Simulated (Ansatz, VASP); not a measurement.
**CoO: VASP beside Ansatz**

File INCAR:

```
ALGO     = Normal         # electronic algorithm
EDIFF    = 1E-6           # SCF threshold, eV
ENCUT    = 520            # plane-wave cutoff, eV
GGA      = PE             # functional
ISIF     = 2              # what is computed and relaxed
ISMEAR   = 0              # smearing method
ISPIN    = 2              # spin polarisation
LASPH    = True           # aspherical terms in the spheres
LCHARG   = False          # write CHGCAR
LMAXMIX  = 4              # l up to which the mixer works
LORBIT   = 11             # projections on sites
LREAL    = False          # projectors in reciprocal space
LWAVE    = False          # write WAVECAR
MAGMOM   = 3 -3 0 0       # initial moments
NBANDS   = 27             # bands
NELM     = 150            # most SCF steps
PREC     = Accurate       # precision mode
SIGMA    = 0.1            # smearing width, eV
```

The input KPOINTS:

```
k-points
0
Gamma
  16 16 8
```

File POSCAR:

```
CoO
1.0
    2.6161540276      0.0000000000      2.6161540276
    0.0000000000      2.6161540276      2.6161540276
    0.0000000000      0.0000000000      5.2323080552
Co O
2 2
Direct
    0.0000000000      0.0000000000      0.0000000000
    0.0000000000      0.0000000000      0.5000000000
    0.5000000000      0.5000000000      0.7500000000
    0.5000000000      0.5000000000      0.2500000000
```

Input for Ansatz:

```yaml
crystal:
  lattice:
    - [2.6161540064, 0.0, 2.6161540064]
    - [0.0, 2.6161540064, 2.6161540064]
    - [0.0, 0.0, 5.2323080128]
  atoms:
    - { symbol: Co, position: [0.0, 0.0, 0.0], spin: 3.0 }
    - { symbol: O, position: [0.5, 0.5, 0.75] }
    - { symbol: Co, position: [0.0, 0.0, 0.5], spin: -3.0 }
    - { symbol: O, position: [0.5, 0.5, 0.25] }
basis:
  ecutwfc: 420
kpoints:
  mp_grid: { grid: [16, 16, 8] }
hamiltonian:
  xc: pbe
scf:
  occupations: { method: gaussian, width: 0.1 }
  lower_state_search: "off"
output:
  forces: true
  stress: true
  eigenvalues: true
  populations: true
magnetization:
  spin_polarized: true
```

Alike in both runs: task single point; functional PBE; k mesh 16 × 16 × 8; occupations gaussian, width 0.1 eV; collinear spin.

```csv
,VASP,Ansatz
version,VASP 6.6.1,Ansatz 0.2.0
potentials or method,"VASP PAW PBE potentials, release 64 (Co, O), cutoff 520 eV","scalar-relativistic, plane waves, PAW"
valence electrons in the cell,30,46
```

|  | VASP | Ansatz | Ansatz less VASP |
| --- | --- | --- | --- |
| gap on the k mesh at the Fermi level (eV) | 0.47 | 0.48 | +0.006 |
| least direct gap on the mesh (eV) | 0.55 | 0.56 | +0.007 |
| pressure (GPa) | -1.1 | -0.3 | +0.76 |
| net moment per atom (μB) | 0.00 | 0.00 | 0.000 |
| size of the moment on the site where the two differ most (μB) | 2.38 | 2.36 | -0.028 |

Site moments also hang on the region over which each program counts them. With one functional, cell and mesh, what is left measures potentials, basis and numerics. VASP's potentials hold 30 valence electrons a cell and Ansatz's 46, so a difference there can come from the potentials and not from the codes.
